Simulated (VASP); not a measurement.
Here is a VASP 6.6.1 calculation.

File INCAR:

```
PREC = Accurate ; ENCUT = 520
EDIFF = 1E-7 ; ISMEAR = -1
SIGMA = 0.08 ; LREAL = F
LASPH = T ; NELM = 60
ALGO = Normal ; ISIF = 2
LWAVE = F ; LCHARG = F
GGA = PE ; NBANDS = 24
```

Contents of KPOINTS:

```
Automatic mesh
0
Gamma
  10 10 6
```

Contents of POSCAR:

```
TaN
1.0
    2.9174576768      0.0000000000      0.0000000000
   -1.4587288384      2.5265924626      0.0000000000
    0.0000000000      0.0000000000      5.9152320295
Ta N
2 2
Direct
    0.0000000000      0.0000000000      0.0000000000
    0.0000000000      0.0000000000      0.5000000000
    0.3333333333      0.6666666667      0.2500000000
    0.6666666667      0.3333333333      0.7500000000
```

Potentials or basis: VASP PAW PBE potentials, release 64 (Ta_pv, N).

Command:

```console
$ cat potpaw_PBE.64/Ta_pv/POTCAR potpaw_PBE.64/N/POTCAR > POTCAR
$ mpirun -np 1 vasp_std > vasp.out
```

Q: Predict the band gap on the k mesh.

A: Zero (band 16 reaches 8.80 eV, above the bottom of band 17 at 7.83 eV).

Q: Estimate the pressure.

A: 0.6 GPa.

Stress tensor (GPa, compression positive):
```
0.57 0.00 0.00
0.00 0.57 0.00
0.00 0.00 0.68
```

Caveat: spin-orbit coupling is left out, which moves the levels of the heavy elements.
